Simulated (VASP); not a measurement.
# Ga4As3N (Pm-3m) in VASP: further runs

Runs on Ga4As3N. Level: PBE. Tasks: single point.

All numbers are computed with VASP 6.6.1; they aren't measurements. Logs are shortened: lines on timing, memory, paths and dates and some standing lists are left out, and cuts for length are marked.

## 1. The cell of the first run

Symmetry: Pm-3m, No. 221, cubic system. Conventional cell: a = 5.187 Å, b = 5.187 Å, c = 5.187 Å, α = 90.00°, β = 90.00°, γ = 90.00°. Within 3.4 Å of Ga (site symmetry m-3m) lie 6 As at 2.59 Å. Within 3.4 Å of Ga (site symmetry 4/mmm) lie 4 As at 2.59 Å and 2 N at 2.59 Å. Within 3.4 Å of As (site symmetry 4/mmm) lie 6 Ga at 2.59 Å. N (site symmetry m-3m) has 6 Ga at 2.59 Å within 3.4 Å.

## 2. Single point, PBE

INCAR reads:

```
  PREC = Accurate
  ENCUT = 520
  EDIFF = 1E-6
  ISMEAR = 0
  SIGMA = 0.1
  LREAL = F
  LASPH = T
  NELM = 80
  ALGO = Normal
  ISIF = 2
  LWAVE = F
  LCHARG = T
  GGA = PE
  LELF = T
  LVHAR = T
  NBANDS = 46
```

KPOINTS reads:

```
regular mesh
0
Gamma
  4 4 4
```

POSCAR reads:

```
Ga4As3N
1.0
    5.1866443108      0.0000000000      0.0000000000
    0.0000000000      5.1866443108      0.0000000000
    0.0000000000      0.0000000000      5.1866443108
Ga As N
4 3 1
Direct
    0.5000000000      0.5000000000      0.5000000000
    0.0000000000      0.5000000000      0.0000000000
    0.5000000000      0.0000000000      0.0000000000
    0.0000000000      0.0000000000      0.5000000000
    0.5000000000      0.0000000000      0.5000000000
    0.0000000000      0.5000000000      0.5000000000
    0.5000000000      0.5000000000      0.0000000000
    0.0000000000      0.0000000000      0.0000000000
```

Potentials or basis: VASP PAW PBE potentials, release 64 (Ga_d, As, N).

Run with:

```
$ cat potpaw_PBE.64/Ga_d/POTCAR potpaw_PBE.64/As/POTCAR potpaw_PBE.64/N/POTCAR > POTCAR
$ mpirun -np 1 vasp_std > vasp.out
```

OUTCAR:

```text
PREC = Accurate
   ENCUT = 520
   EDIFF = 1E-6
   ISMEAR = 0
   LREAL = F
   LASPH = T
   NELM = 80
   ISIF = 2
   GGA = PE

 ion  position               nearest neighbor table
   1  0.500  0.500  0.500-   5 2.59   6 2.59   7 2.59   7 2.59   5 2.59   6 2.59
   2  0.000  0.500  0.000-   6 2.59   7 2.59   6 2.59   7 2.59
   3  0.500  0.000  0.000-   5 2.59   7 2.59   5 2.59   7 2.59
   4  0.000  0.000  0.500-   5 2.59   6 2.59   6 2.59   5 2.59
   5  0.500  0.000  0.500-   1 2.59   3 2.59   4 2.59   3 2.59   1 2.59   4 2.59
   6  0.000  0.500  0.500-   1 2.59   2 2.59   4 2.59   2 2.59   4 2.59   1 2.59
   7  0.500  0.500  0.000-   1 2.59   2 2.59   3 2.59   1 2.59   3 2.59   2 2.59
   8  0.000  0.000  0.000-

  LATTYP: Found a simple cubic cell.
 ALAT       =     5.1866443108

  Lattice vectors:

 A1 = (   5.1866443108,   0.0000000000,   0.0000000000)
 A2 = (   0.0000000000,   5.1866443108,   0.0000000000)
 A3 = (   0.0000000000,   0.0000000000,   5.1866443108)

Analysis of symmetry for initial positions (statically):
=====================================================================
 Subroutine PRICEL returns:
 Original cell was already a primitive cell.

 Routine SETGRP: Setting up the symmetry group for a
 simple cubic supercell.

 Subroutine GETGRP returns: Found 48 space group operations
 (whereof 48 operations were pure point group operations)
 out of a pool of 48 trial point group operations.

The static configuration has the point symmetry O_h .

Analysis of symmetry for dynamics (positions and initial velocities):
=====================================================================
 Subroutine PRICEL returns:
 Original cell was already a primitive cell.

 Routine SETGRP: Setting up the symmetry group for a
 simple cubic supercell.

 Subroutine GETGRP returns: Found 48 space group operations
 (whereof 48 operations were pure point group operations)
 out of a pool of 48 trial point group operations.

The dynamic configuration has the point symmetry O_h .

 Subroutine INISYM returns: Found 48 space group operations
 (whereof 48 operations are pure point group operations),
 and found     1 'primitive' translations

----------------------------------------------------------------------------------------

                                     Primitive cell

  volume of cell :     139.5274

  direct lattice vectors                    reciprocal lattice vectors
     5.186644311  0.000000000  0.000000000     0.192802888  0.000000000  0.000000000
     0.000000000  5.186644311  0.000000000     0.000000000  0.192802888  0.000000000
     0.000000000  0.000000000  5.186644311     0.000000000  0.000000000  0.192802888

  length of vectors
     5.186644311  5.186644311  5.186644311     0.192802888  0.192802888  0.192802888

  position of ions in fractional coordinates (direct lattice)
     0.500000000  0.500000000  0.500000000
     0.000000000  0.500000000  0.000000000
     0.500000000  0.000000000  0.000000000
     0.000000000  0.000000000  0.500000000
     0.500000000  0.000000000  0.500000000
     0.000000000  0.500000000  0.500000000
     0.500000000  0.500000000  0.000000000
     0.000000000  0.000000000  0.000000000

  ion indices of the primitive-cell ions
   primitive index   ion index
                 1           1
                 2           2
                 3           3
                 4           4
                 5           5
                 6           6
                 7           7
                 8           8

----------------------------------------------------------------------------------------

 KPOINTS: regular mesh

Automatic generation of k-mesh.
 Grid dimensions read from file:
 generate k-points for:    4    4    4

 Generating k-lattice:

  Cartesian coordinates                     Fractional coordinates (reciprocal lattice)
     0.048200722  0.000000000  0.000000000     0.250000000  0.000000000  0.000000000
     0.000000000  0.048200722  0.000000000     0.000000000  0.250000000  0.000000000
     0.000000000  0.000000000  0.048200722     0.000000000  0.000000000  0.250000000

  Length of vectors
     0.048200722  0.048200722  0.048200722

  Shift w.r.t. Gamma in fractional coordinates (k-lattice)
     0.000000000  0.000000000  0.000000000

 Subroutine IBZKPT returns following result:
 ===========================================

 Found     10 irreducible k-points:

 Following reciprocal coordinates:
            Coordinates               Weight
  0.000000  0.000000  0.000000      1.000000
  0.250000  0.000000  0.000000      6.000000
  0.500000  0.000000  0.000000      3.000000
  0.250000  0.250000  0.000000     12.000000
  0.500000  0.250000  0.000000     12.000000
  0.500000  0.500000  0.000000      3.000000
  0.250000  0.250000  0.250000      8.000000
  0.500000  0.250000  0.250000     12.000000
  0.500000  0.500000  0.250000      6.000000
  0.500000  0.500000  0.500000      1.000000
   k-points           NKPTS =     10   k-points in BZ     NKDIM =     10   number of bands    NBANDS=     46
   number of dos      NEDOS =    301   number of ions     NIONS =      8
   total plane-waves  NPLWV =  64000
   dimension x,y,z NGX =    40 NGY =   40 NGZ =   40
   dimension x,y,z NGXF=    80 NGYF=   80 NGZF=   80
   ions per type =               4   3   1
   NGX,Y,Z   is equivalent  to a cutoff of  12.82, 12.82, 12.82 a.u.
   NGXF,Y,Z  is equivalent  to a cutoff of  25.64, 25.64, 25.64 a.u.
 SYSTEM =  unknown system
   PREC   = accura    normal or accurate (medium, high low for compatibility)
   ISTART =      0    job   : 0-new  1-cont  2-samecut
   ICHARG =      2    charge: 1-file 2-atom 10-const
   ISPIN  =      1    spin polarized calculation?
   LNONCOLLINEAR =      F non collinear calculations
   LSORBIT =      F    spin-orbit coupling
   LASPH  =      T    aspherical Exc in radial PAW
   ENCUT  =  520.0 eV  38.22 Ry    6.18 a.u.   9.64  9.64  9.64*2*pi/ulx,y,z
   NELM   =     80;   NELMIN=  2; NELMDL= -5     # of ELM steps
   EDIFF  = 0.1E-05   stopping-criterion for ELM
   LREAL  =      F    real-space projection
   EDIFFG = 0.1E-04   stopping-criterion for IOM
   NSW    =      0    number of steps for IOM
   IBRION =     -1    ionic relax: 0-MD 1-quasi-New 2-CG
   NFREE  =      0    steps in history (QN), initial steepest desc. (CG)
   ISIF   =      2    stress and relaxation
   ISYM   =      2    0-nonsym 1-usesym 2-fastsym
   POTIM  = 0.5000    time-step for ionic-motion
   TEBEG  =    0.0;   TEEND  =   0.0 temperature during run
   PSTRESS=    0.0 pullay stress
   NELECT =      72.0000    total number of electrons
   NUPDOWN=      -1.0000    fix difference up-down
   EMIN   =  10.00;   EMAX   =-10.00  energy-range for DOS
   EFERMI =   0.00;   METHOD = LEGACY
   ISMEAR =     0;   SIGMA  =   0.10  broadening in eV -4-tet -1-fermi 0-gaus
   EFERMI_NEDOS =   21; number of points for ismear=-14 and -15
   IALGO  =     38    algorithm
   IMIX   =      4    mixing-type and parameters
     AMIX     =   0.40;   BMIX     =  1.00
     AMIX_MAG =   1.60;   BMIX_MAG =  1.00
  volume/ion in A,a.u.               =      17.44       117.70
  Fermi-wavevector in a.u.,A,eV,Ry     =   1.313104  2.481407 23.459746  1.724243
  Thomas-Fermi vector in A             =   2.443450
   LORBIT       =      0    0 simple, 1 ext, 2 COOP (PROOUT), +10 PAW based schemes
   GGA     = PE    functional components
   LHFCALC =     F    Hartree Fock is set to
   AEXX    =    0.0000 exact exchange contribution
   IVDW    =     0    specifies the selected vdW correction
   LEPSILON=     F    determine dielectric tensor
   LRPA    =     F    only Hartree local field effects (RPA)
 non-spin polarized calculation
 Gauss-broadening in eV      SIGMA  =   0.10
  energy-cutoff  :      520.00
  volume of cell :      139.53
 maximum number of plane-waves:      3840
 NGX is ok and might be reduce to    40
   NGX = 19   NGY = 19   NGZ = 19

 number of electron      71.9999944 magnetization

 Free energy of the ion-electron system (eV)
  ---------------------------------------------------
  ext. energy  EPLUGINS =         0.00000000
  ---------------------------------------------------
  free energy    TOTEN  =       -31.39192332 eV

  energy without entropy =      -31.36757654  energy(sigma->0) =      -31.37974993

 E-fermi :   5.4058     XC(G=0): -10.8602

 val. band max:        5.3632563724   @ k =   0.2500   0.2500   0.2500
 cond. band min:       5.4642569152   @ k =   0.5000   0.5000   0.2500
 fundamental gap:      0.1010005429
 Fermi energy:         5.4058217086

 k-point     1 :       0.0000    0.0000    0.0000
  band No.  band energies     occupation
      1      -9.7303      2.00000
      2      -9.7303      2.00000
      3      -9.6272      2.00000
      4      -9.4857      2.00000
      5      -9.4778      2.00000
      6      -9.4778      2.00000
[... 38 lines left out ...]
     45      12.7505      0.00000
     46      12.7505      0.00000

 k-point     2 :       0.2500    0.0000    0.0000
  band No.  band energies     occupation
      1      -9.6973      2.00000
      2      -9.6951      2.00000
      3      -9.5911      2.00000
      4      -9.4984      2.00000
      5      -9.4750      2.00000
      6      -9.4722      2.00000
[... 38 lines left out ...]
     45      12.0293      0.00000
     46      12.2531      0.00000

 k-point     3 :       0.5000    0.0000    0.0000
  band No.  band energies     occupation
      1      -9.6587      2.00000
      2      -9.6516      2.00000
      3      -9.5190      2.00000
      4      -9.5177      2.00000
      5      -9.5136      2.00000
      6      -9.4716      2.00000
[... 38 lines left out ...]
     45      11.4413      0.00000
     46      11.4414      0.00000

 k-point     4 :       0.2500    0.2500    0.0000
  band No.  band energies     occupation
      1      -9.6638      2.00000
      2      -9.6627      2.00000
      3      -9.5595      2.00000
      4      -9.5094      2.00000
      5      -9.4760      2.00000
      6      -9.4717      2.00000
[... 38 lines left out ...]
     45      11.2493      0.00000
     46      11.6398      0.00000

 k-point     5 :       0.5000    0.2500    0.0000
  band No.  band energies     occupation
      1      -9.6264      2.00000
      2      -9.6205      2.00000
      3      -9.5282      2.00000
      4      -9.4981      2.00000
      5      -9.4912      2.00000
      6      -9.4758      2.00000
[... 38 lines left out ...]
     45      11.0143      0.00000
     46      11.4652      0.00000

 k-point     6 :       0.5000    0.5000    0.0000
  band No.  band energies     occupation
      1      -9.5835      2.00000
      2      -9.5835      2.00000
      3      -9.5465      2.00000
      4      -9.4832      2.00000
      5      -9.4776      2.00000
      6      -9.4691      2.00000
[... 38 lines left out ...]
     45      10.5234      0.00000
     46      10.8223      0.00000

 k-point     7 :       0.2500    0.2500    0.2500
  band No.  band energies     occupation
      1      -9.6334      2.00000
      2      -9.6334      2.00000
      3      -9.5329      2.00000
      4      -9.5188      2.00000
      5      -9.4818      2.00000
      6      -9.4667      2.00000
[... 38 lines left out ...]
     45      11.5080      0.00000
     46      11.6681      0.00000

 k-point     8 :       0.5000    0.2500    0.2500
  band No.  band energies     occupation
      1      -9.6006      2.00000
      2      -9.5949      2.00000
      3      -9.5353      2.00000
      4      -9.4868      2.00000
      5      -9.4846      2.00000
      6      -9.4756      2.00000
[... 38 lines left out ...]
     45      10.9109      0.00000
     46      11.1945      0.00000

 k-point     9 :       0.5000    0.5000    0.2500
  band No.  band energies     occupation
      1      -9.5676      2.00000
      2      -9.5676      2.00000
      3      -9.5501      2.00000
      4      -9.4919      2.00000
      5      -9.4751      2.00000
      6      -9.4623      2.00000
[... 38 lines left out ...]
     45       9.7622      0.00000
     46       9.7623      0.00000

 k-point    10 :       0.5000    0.5000    0.5000
  band No.  band energies     occupation
      1      -9.5536      2.00000
      2      -9.5536      2.00000
      3      -9.5536      2.00000
      4      -9.4997      2.00000
      5      -9.4707      2.00000
      6      -9.4707      2.00000
[... 38 lines left out ...]
     45       9.1633      0.00000
     46       9.1633      0.00000

------------------------ aborting loop because EDIFF is reached ----------------------------------------

  FORCE on cell =-STRESS in cart. coord.  units (eV):
  Direction    XX          YY          ZZ          XY          YZ          ZX
  --------------------------------------------------------------------------------------
  -------------------------------------------------------------------------------------
  Total        0.1288021      0.1288021      0.1288021      0.0000000      0.0000000     -0.0000000
  in kB        1.4790198      1.4790198      1.4790198      0.0000000      0.0000000     -0.0000000
  external PRESSURE =       1.4790198 kB  Pullay stress =       0.0000000 kB

 VOLUME and BASIS-vectors are now :
 -----------------------------------------------------------------------------
  energy-cutoff  :      520.00
  volume of cell :      139.53
      direct lattice vectors                 reciprocal lattice vectors
     5.186644311  0.000000000  0.000000000     0.192802888  0.000000000  0.000000000
     0.000000000  5.186644311  0.000000000     0.000000000  0.192802888  0.000000000
     0.000000000  0.000000000  5.186644311     0.000000000  0.000000000  0.192802888

 POSITION                                       TOTAL-FORCE (eV/Angst)
 -----------------------------------------------------------------------------------
      2.59332      2.59332      2.59332         0.000000      0.000000      0.000000
      0.00000      2.59332      0.00000         0.000000      0.000000      0.000000
      2.59332      0.00000      0.00000         0.000000      0.000000      0.000000
      0.00000      0.00000      2.59332         0.000000      0.000000      0.000000
      2.59332      0.00000      2.59332         0.000000      0.000000      0.000000
      0.00000      2.59332      2.59332         0.000000      0.000000      0.000000
      2.59332      2.59332      0.00000         0.000000      0.000000      0.000000
      0.00000      0.00000      0.00000         0.000000      0.000000      0.000000
 -----------------------------------------------------------------------------------
    total drift:                               -0.000000      0.000000     -0.000000

  FREE ENERGIE OF THE ION-ELECTRON SYSTEM (eV)
  ---------------------------------------------------
  free  energy   TOTEN  =       -31.3919233225 eV

  energy  without entropy=      -31.3675765362  energy(sigma->0) =      -31.37974993
```

Run time: 53 s. Hardware: 1 thread of Intel Xeon Platinum 8488C (Sapphire Rapids), shared host; peak memory 0.26 GiB.

Results:

* Free energy: -31.3919 eV
* Pressure: 0.1 GPa
* Band gap on the k mesh: zero (band 36 reaches 5.75 eV, above the bottom of band 37 at 4.91 eV)

## 3. Single point, PBE

This run uses another cell than the first one, of 19.51 Å³/atom, 1.119 times its volume.

INCAR reads:

```
PREC = Accurate
ENCUT = 520
EDIFF = 1E-6
ISMEAR = 0
SIGMA = 0.1
LREAL = False
LASPH = True
NELM = 80
ALGO = Normal
ISIF = 2
LWAVE = False
LCHARG = False
GGA = PE
NBANDS = 46
```

KPOINTS is that of step 2.

Edit POSCAR of step 2 so:

```diff
@@ -2,5 +2,5 @@
 1.0
-    5.1866443108      0.0000000000      0.0000000000
-    0.0000000000      5.1866443108      0.0000000000
-    0.0000000000      0.0000000000      5.1866443108
+    5.3842762500      0.0000000000      0.0000000000
+    0.0000000000      5.3842762500      0.0000000000
+    0.0000000000      0.0000000000      5.3842762500
 Ga As N
```

Potentials or basis: VASP PAW PBE potentials, release 64 (Ga_d, As, N).

Run with:

```
$ cat potpaw_PBE.64/Ga_d/POTCAR potpaw_PBE.64/As/POTCAR potpaw_PBE.64/N/POTCAR > POTCAR
$ mpirun -np 1 vasp_std > vasp.out
```

Run time: 52 s. Hardware: 1 thread of Intel Xeon Platinum 8488C (Sapphire Rapids), shared host; peak memory 0.27 GiB.

The run converged. Its results:

| Property | Result |
| --- | --- |
| Free energy | -31.0404 eV |
| Pressure | -6.4 GPa |
| Band gap on the k mesh | zero (band 36 reaches 4.59 eV, above the bottom of band 37 at 3.56 eV) |

Levels at points of the mesh, in eV from the Fermi level:
| k point | band 34 | band 35 | band 36 | band 37 | band 38 | band 39 |
| --- | --- | --- | --- | --- | --- | --- |
| (0.00, 0.00, 0.00) | -1.82 | -1.82 | -1.82 | -0.73 | -0.02 | -0.02 |
| (0.50, 0.00, 0.00) | -1.38 | -0.98 | -0.98 | 0.32 | 0.77 | 1.49 |
| (0.50, 0.50, 0.00) | -0.17 | -0.07 | 0.10 | 1.71 | 1.71 | 2.07 |
| (0.50, 0.50, 0.50) | 0.30 | 0.30 | 0.30 | 1.00 | 2.89 | 2.89 |
